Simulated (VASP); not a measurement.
Write the native input for VASP 6.6.1 that does the following.

```yaml
Task: single point
Functional: LDA
Potentials_or_basis: VASP PAW LDA potentials, release 64 (Al)
Cutoff: 520 eV
k_mesh: 11 × 11 × 3
Occupations: fermi-dirac, width 0.05 eV
Spin: no spin polarisation
Dipole_correction: no
Further_INCAR_settings: ALGO = Normal; EDIFF = 1e-06; NBANDS = 14
```

The structure of Al lies in POSCAR:

```
Al
1.0
    2.8457999342      0.0000000000      0.0000000000
   -1.4228999671      2.4645350371      0.0000000000
    0.0000000000      0.0000000000      9.2468292341
Al
4
Direct
    0.6666666667      0.3333333333      0.7500000000
    0.0000000000      0.0000000000      0.5000000000
    0.3333333333      0.6666666667      0.2500000000
    0.0000000000      0.0000000000      0.0000000000
```

These files were run (other wordings do the same):

INCAR

```
SYSTEM = Al
PREC     = Accurate       ! precision mode
ENCUT    = 520            ! plane-wave cutoff, eV
EDIFF    = 1E-6           ! SCF threshold, eV
ISMEAR   = -1             ! smearing method
SIGMA    = 0.05           ! smearing width, eV
LREAL    = .FALSE.        ! projectors in reciprocal space
LASPH    = .TRUE.         ! aspherical terms in the spheres
NELM     = 100            ! most SCF steps
ALGO     = Normal         ! electronic algorithm
ISIF     = 2              ! what is computed and relaxed
LWAVE    = .FALSE.        ! write WAVECAR
LCHARG   = .FALSE.        ! write CHGCAR
GGA      = CA             ! functional
NBANDS   = 14             ! bands
```

KPOINTS

```
Automatic mesh
0
G
  11 11 3
  0 0 0
```

Potentials or basis: VASP PAW LDA potentials, release 64 (Al).

Command:

```sh
$ cat potpaw_LDA.64/Al/POTCAR > POTCAR
$ mpirun -np 1 vasp_std > vasp.out
```

It gave:

```
Pressure               : -1.5 GPa
Band gap on the k mesh : zero (band 6 reaches 11.93 eV, above the bottom of band 7 at 6.04 eV)
```

Wall time 17 s on 1 thread of Intel Xeon 6975P-C, on a shared host, peak memory 0.16 GiB.
